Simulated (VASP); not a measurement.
# NaSb2 (R-3m) in VASP: a series of runs

The runs below take NaSb2 through relaxation of cell and atoms, single point, with PBE.

All numbers are computed with VASP 6.6.1; they aren't measurements. Logs are shortened: lines on timing, memory, paths and dates and some standing lists are left out, and cuts for length are marked.

### 1 The cell of the first run

The structure is trigonal, space group R-3m (No. 166). Conventional cell: a = 4.179 Å, b = 4.179 Å, c = 19.104 Å, α = 90.00°, β = 90.00°, γ = 120.00°. Na (site symmetry -3m) has 8 Sb at 3.36 to 4.03 Å and 6 Na at 4.18 Å within 4.4 Å. Within 4.2 Å of Sb (site symmetry 3m) lie 9 Sb at 2.94 to 4.18 Å and 4 Na at 3.36 to 4.03 Å.

### 2 Relaxation of cell and atoms, PBE

INCAR reads:

```
SYSTEM = NaSb2
PREC     = Accurate       ! precision mode
ENCUT    = 600            ! plane-wave cutoff, eV
EDIFF    = 1E-6           ! SCF threshold, eV
ISMEAR   = 0              ! smearing method
SIGMA    = 0.1            ! smearing width, eV
LREAL    = .False.        ! projectors in reciprocal space
LASPH    = .True.         ! aspherical terms in the spheres
NELM     = 60             ! most SCF steps
ALGO     = Normal         ! electronic algorithm
ISIF     = 3              ! what is computed and relaxed
LWAVE    = .False.        ! write WAVECAR
LCHARG   = .False.        ! write CHGCAR
GGA      = PE             ! functional
IBRION   = 2              ! ionic algorithm
NSW      = 100            ! ionic steps
EDIFFG   = -0.01          ! ionic threshold
```

KPOINTS reads:

```
regular mesh
0
Gamma
  12 12 12
  0 0 0
```

POSCAR reads:

```
NaSb2
1.0
    2.0896518745      1.2064610722      6.3680326054
   -2.0896518745      1.2064610722      6.3680326054
    0.0000000000     -2.4129221445      6.3680326054
Na Sb
1 2
Direct
    0.0000000000      0.0000000000      0.0000000000
    0.7892874892      0.7892874892      0.7892874892
    0.2107125108      0.2107125108      0.2107125108
```

Potentials or basis: VASP PAW PBE potentials, release 64 (Na_pv, Sb).

On the command line:

```
cat potpaw_PBE.64/Na_pv/POTCAR potpaw_PBE.64/Sb/POTCAR > POTCAR
mpirun -np 1 vasp_std > vasp.out
```

OUTCAR:

```text
SYSTEM = NaSb2
   PREC = Accurate
   ENCUT = 600
   EDIFF = 1E-6
   ISMEAR = 0
   LREAL = .False.
   LASPH = .True.
   NELM = 60
   ISIF = 3
   GGA = PE
   IBRION = 2
   NSW = 100
   EDIFFG = -0.01

 ion  position               nearest neighbor table
   1  0.000  0.000  0.000-
   2  0.789  0.789  0.789-   3 2.94   3 2.94   3 2.94
   3  0.211  0.211  0.211-   2 2.94   2 2.94   2 2.94

  LATTYP: Found a trigonal (rhomboedric) cell.
 ALAT       =     6.8098482023
 COS(alpha) =     0.8116771513

  Lattice vectors:

 A1 = (   2.0896518745,   1.2064610722,   6.3680326054)
 A2 = (  -2.0896518745,   1.2064610722,   6.3680326054)
 A3 = (   0.0000000000,  -2.4129221445,   6.3680326054)

Analysis of symmetry for initial positions (statically):
=====================================================================
 Subroutine PRICEL returns:
 Original cell was already a primitive cell.

 Routine SETGRP: Setting up the symmetry group for a
 trigonal (rhombohedral) supercell.

 Subroutine GETGRP returns: Found 12 space group operations
 (whereof 12 operations were pure point group operations)
 out of a pool of 12 trial point group operations.

The static configuration has the point symmetry D_3d.

Analysis of symmetry for dynamics (positions and initial velocities):
=====================================================================
 Subroutine PRICEL returns:
 Original cell was already a primitive cell.

 Routine SETGRP: Setting up the symmetry group for a
 trigonal (rhombohedral) supercell.

 Subroutine GETGRP returns: Found 12 space group operations
 (whereof 12 operations were pure point group operations)
 out of a pool of 12 trial point group operations.

The dynamic configuration has the point symmetry D_3d.

 Subroutine INISYM returns: Found 12 space group operations
 (whereof 12 operations are pure point group operations),
 and found     1 'primitive' translations

----------------------------------------------------------------------------------------

                                     Primitive cell

  volume of cell :      96.3261

  direct lattice vectors                    reciprocal lattice vectors
     2.089651874  1.206461072  6.368032605     0.239274305  0.138145084  0.052344791
    -2.089651874  1.206461072  6.368032605    -0.239274305  0.138145084  0.052344791
     0.000000000 -2.412922144  6.368032605     0.000000000 -0.276290169  0.052344791

  length of vectors
     6.809848202  6.809848202  6.809848202     0.281204969  0.281204969  0.281204969

  position of ions in fractional coordinates (direct lattice)
     0.000000000  0.000000000  0.000000000
     0.789287489  0.789287489  0.789287489
     0.210712511  0.210712511  0.210712511

  ion indices of the primitive-cell ions
   primitive index   ion index
                 1           1
                 2           2
                 3           3

----------------------------------------------------------------------------------------

 KPOINTS: regular mesh

Automatic generation of k-mesh.
 Grid dimensions read from file:
 generate k-points for:   12   12   12

 Generating k-lattice:

  Cartesian coordinates                     Fractional coordinates (reciprocal lattice)
     0.019939525  0.011512090  0.004362066     0.083333333  0.000000000  0.000000000
    -0.019939525  0.011512090  0.004362066     0.000000000  0.083333333  0.000000000
     0.000000000 -0.023024181  0.004362066     0.000000000  0.000000000  0.083333333

  Length of vectors
     0.023433747  0.023433747  0.023433747

  Shift w.r.t. Gamma in fractional coordinates (k-lattice)
     0.000000000  0.000000000  0.000000000

 Subroutine IBZKPT returns following result:
 ===========================================

 Found    189 irreducible k-points:

 Following reciprocal coordinates:
            Coordinates               Weight
  0.000000  0.000000  0.000000      1.000000
  0.083333  0.000000  0.000000      6.000000
  0.166667  0.000000  0.000000      6.000000
  0.250000  0.000000 -0.000000      6.000000
  0.333333  0.000000  0.000000      6.000000
  0.416667  0.000000  0.000000      6.000000
[... 16 lines left out ...]
  0.500000  0.166667 -0.000000     12.000000
 -0.416667  0.166667  0.000000     12.000000
 [... further k-points ...]
   k-points           NKPTS =    189   k-points in BZ     NKDIM =    189   number of bands    NBANDS=     12
   number of dos      NEDOS =    301   number of ions     NIONS =      3
   total plane-waves  NPLWV = 157464
   dimension x,y,z NGX =    54 NGY =   54 NGZ =   54
   dimension x,y,z NGXF=   108 NGYF=  108 NGZF=  108
   ions per type =               1   2
   NGX,Y,Z   is equivalent  to a cutoff of  13.18, 13.18, 13.18 a.u.
   NGXF,Y,Z  is equivalent  to a cutoff of  26.37, 26.37, 26.37 a.u.
 SYSTEM =  NaSb2
   PREC   = accura    normal or accurate (medium, high low for compatibility)
   ISTART =      0    job   : 0-new  1-cont  2-samecut
   ICHARG =      2    charge: 1-file 2-atom 10-const
   ISPIN  =      1    spin polarized calculation?
   LNONCOLLINEAR =      F non collinear calculations
   LSORBIT =      F    spin-orbit coupling
   LASPH  =      T    aspherical Exc in radial PAW
   ENCUT  =  600.0 eV  44.10 Ry    6.64 a.u.  13.60 13.60 13.60*2*pi/ulx,y,z
   NELM   =     60;   NELMIN=  2; NELMDL= -5     # of ELM steps
   EDIFF  = 0.1E-05   stopping-criterion for ELM
   LREAL  =      F    real-space projection
   EDIFFG = -.1E-01   stopping-criterion for IOM
   NSW    =    100    number of steps for IOM
   IBRION =      2    ionic relax: 0-MD 1-quasi-New 2-CG
   NFREE  =      1    steps in history (QN), initial steepest desc. (CG)
   ISIF   =      3    stress and relaxation
   ISYM   =      2    0-nonsym 1-usesym 2-fastsym
   POTIM  = 0.5000    time-step for ionic-motion
   TEBEG  =    0.0;   TEEND  =   0.0 temperature during run
   PSTRESS=    0.0 pullay stress
   NELECT =      17.0000    total number of electrons
   NUPDOWN=      -1.0000    fix difference up-down
   EMIN   =  10.00;   EMAX   =-10.00  energy-range for DOS
   EFERMI =   0.00;   METHOD = LEGACY
   ISMEAR =     0;   SIGMA  =   0.10  broadening in eV -4-tet -1-fermi 0-gaus
   EFERMI_NEDOS =   21; number of points for ismear=-14 and -15
   IALGO  =     38    algorithm
   IMIX   =      4    mixing-type and parameters
     AMIX     =   0.40;   BMIX     =  1.00
     AMIX_MAG =   1.60;   BMIX_MAG =  1.00
  volume/ion in A,a.u.               =      32.11       216.68
  Fermi-wavevector in a.u.,A,eV,Ry     =   0.918283  1.735303 11.473027  0.843244
  Thomas-Fermi vector in A             =   2.043347
   LORBIT       =      0    0 simple, 1 ext, 2 COOP (PROOUT), +10 PAW based schemes
   GGA     = PE    functional components
   LHFCALC =     F    Hartree Fock is set to
   AEXX    =    0.0000 exact exchange contribution
   IVDW    =     0    specifies the selected vdW correction
   LEPSILON=     F    determine dielectric tensor
   LRPA    =     F    only Hartree local field effects (RPA)
 conjugate gradient relaxation of ions
 non-spin polarized calculation
 Gauss-broadening in eV      SIGMA  =   0.10
  energy-cutoff  :      600.00
  volume of cell :       96.33
 maximum number of plane-waves:      3248
   NGX = 27   NGY = 27   NGZ = 27

--------------------------------------- Ionic step        1  -------------------------------------------

 number of electron      16.9999997 magnetization

 Free energy of the ion-electron system (eV)
  ---------------------------------------------------
  ext. energy  EPLUGINS =         0.00000000
  ---------------------------------------------------
  free energy    TOTEN  =        -9.88284966 eV

  energy without entropy =       -9.87366304  energy(sigma->0) =       -9.87825635

------------------------ aborting loop because EDIFF is reached ----------------------------------------

  FORCE on cell =-STRESS in cart. coord.  units (eV):
  Direction    XX          YY          ZZ          XY          YZ          ZX
  --------------------------------------------------------------------------------------
  -------------------------------------------------------------------------------------
  Total       -0.0240482     -0.0240482      0.1691249     -0.0000000     -0.0000000      0.0000000
  in kB       -0.3999897     -0.3999897      2.8130292     -0.0000000     -0.0000000      0.0000000
  external PRESSURE =       0.6710166 kB  Pullay stress =       0.0000000 kB
[... 244 lines left out ...]
  energy  without entropy=       -9.8766023618  energy(sigma->0) =       -9.88064013

--------------------------------------- Ionic step        8  -------------------------------------------

 number of electron      16.9999997 magnetization

 Free energy of the ion-electron system (eV)
  ---------------------------------------------------
  ext. energy  EPLUGINS =         0.00000000
  ---------------------------------------------------
  free energy    TOTEN  =        -9.88469820 eV

  energy without entropy =       -9.87658538  energy(sigma->0) =       -9.88064179

 E-fermi :   4.8233     XC(G=0):  -8.4635

 val. band max:        4.8046057238   @ k =  -0.3333   0.1667   0.1667
 cond. band min:       4.8257174954   @ k =  -0.2500  -0.3333   0.1667
 fundamental gap:      0.0211117716
 Fermi energy:         4.8233461158

 k-point     1 :       0.0000    0.0000    0.0000
  band No.  band energies     occupation
      1     -20.1105      2.00000
      2     -20.1050      2.00000
      3     -20.1050      2.00000
      4      -7.2915      2.00000
      5      -2.8617      2.00000
      6       1.3791      2.00000
      7       3.7840      2.00000
      8       3.7840      2.00000
      9       5.3488      0.00000
     10       6.4047      0.00000
     11       6.4047      0.00000
     12       8.7572      0.00000
[... 331 lines left out ...]
 k-point    24 :      -0.4167    0.1667    0.0000
  band No.  band energies     occupation
      1     -20.1134      2.00000
      2     -20.1087      2.00000
      3     -20.1086      2.00000
      4      -5.2436      2.00000
      5      -4.1417      2.00000
      6       0.6537      2.00000
      7       1.4419      2.00000
      8       1.9355      2.00000
      9       4.4399      2.00000
     10       5.3846      0.00000
     11       5.9147      0.00000
     12       8.4910      0.00000

 [... further k-points ...]

------------------------ aborting loop because EDIFF is reached ----------------------------------------

  FORCE on cell =-STRESS in cart. coord.  units (eV):
  Direction    XX          YY          ZZ          XY          YZ          ZX
  --------------------------------------------------------------------------------------
  -------------------------------------------------------------------------------------
  Total        0.0104297      0.0104297      0.0119613      0.0000000     -0.0000000      0.0000000
  in kB        0.1749148      0.1749148      0.2005998      0.0000000     -0.0000000      0.0000000
  external PRESSURE =       0.1834765 kB  Pullay stress =       0.0000000 kB
[... 18 lines left out ...]
  FREE ENERGIE OF THE ION-ELECTRON SYSTEM (eV)
  ---------------------------------------------------
  free  energy   TOTEN  =        -9.8846981982 eV

  energy  without entropy=       -9.8765853808  energy(sigma->0) =       -9.88064179

 reached required accuracy - stopping structural energy minimisation
```

Run time: 36 min. Hardware: 1 thread of Intel Xeon 8259CL, shared host; peak memory 0.62 GiB.

What came out:

```
Free energy                           : -9.8847 eV
Relaxed volume                        : 31.84 Å³/atom
Relaxed cell                          : a = 6.823 Å, b = 6.823 Å, c = 6.823 Å, α = 35.46°, β = 35.46°, γ = 35.46°
Space group after relaxing (to 0.1 Å) : R-3m (No. 166)
Energy gained by relaxing             : 0.6 meV/atom
Ionic steps                           : 8
Pressure after relaxing               : 0.0 GPa
Largest force after relaxing          : 0.005 eV/Å
Band gap on the k mesh                : zero (an odd number of electrons rules out a gap without spin polarisation)
```

Forces on the atoms (eV/Å):
```
Na   0.000  0.000  0.000
Sb   0.000  0.000 -0.005
Sb   0.000  0.000  0.005
```

Step by step:
```tsv
step	energy change (eV)	largest force (eV/Å)	pressure (GPa)	volume (Å³)
1	0.0000	0.1154	0.07	96.33
2	-0.0010	0.0249	-0.15	96.51
3	-0.0010	0.0039	-0.21	96.56
4	-0.0017	0.0044	-0.11	96.05
5	-0.0018	0.0197	0.01	95.35
6	-0.0018	0.0132	-0.04	95.61
7	-0.0018	0.0136	-0.03	95.59
8	-0.0018	0.0052	0.02	95.53
```

Final structure:
```xyz
3
Lattice="2.0778 1.1996 6.3878 -2.0778 1.1996 6.3878 0.0000 -2.3993 6.3878" Properties=species:S:1:pos:R:3 pbc="T T T"
Na    0.0000    0.0000    0.0000
Sb    0.0000    0.0000   15.1138
Sb    0.0000    0.0000    4.0495
```

Levels at points of the mesh, in eV from the Fermi level:
```csv
k point,band 4,band 5,band 6,band 7,band 8,band 9,band 10,band 11,band 12
"(0.00, 0.00, 0.00)",-12.11,-7.69,-3.44,-1.04,-1.04,0.53,1.58,1.58,3.93
"(0.50, 0.00, 0.00)",-10.28,-8.86,-4.21,-2.82,-2.49,-0.45,-0.38,1.62,2.77
"(0.50, 0.50, 0.00)",-10.28,-8.81,-4.48,-3.35,-2.53,0.54,0.99,1.98,2.69
"(0.50, 0.50, 0.50)",-12.06,-8.07,-1.74,-1.01,-1.01,-0.68,1.45,1.45,2.66
```

Caveat: spin-orbit coupling is left out, which moves the levels of the heavy elements; an odd number of electrons without spin polarisation forces a metal; a magnetic or distorted state may lie lower.

### 3 Single point, PBE

This run uses another cell than the first one, of 31.86 Å³/atom.

INCAR reads:

```
SYSTEM = NaSb2
  PREC = Accurate
  ENCUT = 520
  EDIFF = 1E-6
  ISMEAR = 0
  SIGMA = 0.1
  LREAL = .False.
  LASPH = .True.
  NELM = 80
  ALGO = Normal
  ISIF = 2
  LWAVE = .False.
  LCHARG = .False.
  GGA = PE
  NBANDS = 16
```

KPOINTS reads:

```
Automatic mesh
0
Gamma
  12 12 12
  0 0 0
```

POSCAR reads:

```
NaSb2
1.0
    2.0799661006      1.2008689881      6.3777228484
   -2.0799661006      1.2008689881      6.3777228484
    0.0000000000     -2.4017379762      6.3777228484
Na Sb
1 2
Direct
    0.0000000000      0.0000000000      0.0000000000
    0.7887674065      0.7887674065      0.7887674065
    0.2112325935      0.2112325935      0.2112325935
```

Potentials or basis: VASP PAW PBE potentials, release 64 (Na_pv, Sb).

On the command line:

```
cat potpaw_PBE.64/Na_pv/POTCAR potpaw_PBE.64/Sb/POTCAR > POTCAR
mpirun -np 1 vasp_std > vasp.out
```

Wall time 9.1 min (1 thread of Intel Xeon Platinum 8259CL at 2.50GHz (Skylake/Cascade Lake), shared host); peak memory 0.57 GiB.

Results (log left out):

| Item | Value |
| --- | --- |
| Free energy | -9.8845 eV |
| Pressure | 0.1 GPa |
| Largest force | 0.030 eV/Å |
| Band gap on the k mesh | zero (an odd number of electrons rules out a gap without spin polarisation) |

Forces on the atoms (eV/Å):
```
Na   0.000  0.000  0.000
Sb   0.000  0.000 -0.030
Sb   0.000  0.000  0.030
```

Stress tensor (GPa, compression positive):
```
0.03 0.00 0.00
0.00 0.03 0.00
0.00 0.00 0.13
```

Levels at points of the mesh, in eV from the Fermi level:
```csv
k point,band 5,band 6,band 7,band 8,band 9,band 10,band 11,band 12
"(0.00, 0.00, 0.00)",-7.68,-3.44,-1.07,-1.07,0.49,1.56,1.56,3.93
"(0.50, 0.00, 0.00)",-8.87,-4.22,-2.82,-2.51,-0.44,-0.39,1.61,2.77
"(0.50, 0.50, 0.00)",-8.82,-4.48,-3.35,-2.56,0.53,1.00,1.97,2.70
"(0.50, 0.50, 0.50)",-8.06,-1.72,-1.04,-1.04,-0.69,1.44,1.44,2.65
```

Caveat: spin-orbit coupling is left out, which moves the levels of the heavy elements; an odd number of electrons without spin polarisation forces a metal; a magnetic or distorted state may lie lower.

The gap in the log of VASP goes by the Fermi energy; the results here count the filled bands.